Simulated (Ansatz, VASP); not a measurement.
**One calculation of Sb, two programs**

```
Sb
1.0
     5.87197    0.00000    0.00000
    -2.93598    5.08527    0.00000
     0.00000    0.00000    8.93282
Sb
8
Direct
  0.50000 0.00000 0.50000
  0.00000 0.50000 0.50000
  0.50000 0.50000 0.50000
  0.33333 0.66667 0.16580
  0.33333 0.66667 0.83420
  0.66667 0.33333 0.83420
  0.66667 0.33333 0.16580
  0.00000 0.00000 0.00000
```

Alike in both runs: functional PBE; k mesh 6 × 6 × 4; occupations gaussian, width 0.1 eV; no spin polarisation.

Ansatz relaxed the structure, and its values are those at the end. VASP's run is a single point on that final structure, the one shown.

|  | VASP | Ansatz |
| --- | --- | --- |
| version | VASP 6.6.1 | Ansatz 0.2.0 |
| potentials or method | VASP PAW PBE potentials, release 64 (Sb), cutoff 520 eV | scalar-relativistic, plane waves, PAW |
| valence electrons in the cell | 40 | 120 |

Ansatz gave:

- gap on the k mesh at the Fermi level (eV): none
- pressure (GPa): 0.0
- rms of the force components (eV/Å): 0.000

Problem. What did VASP give for the same quantities?

Solution. gap on the k mesh at the Fermi level (eV): none; pressure (GPa): 0.0; rms of the force components (eV/Å): 0.003.

A gap of «none» marks a metal or a gap that the smearing closes. VASP's potentials hold 40 valence electrons a cell and Ansatz's 120, so a difference there can come from the potentials and not from the codes.

Spin-orbit coupling is off throughout.
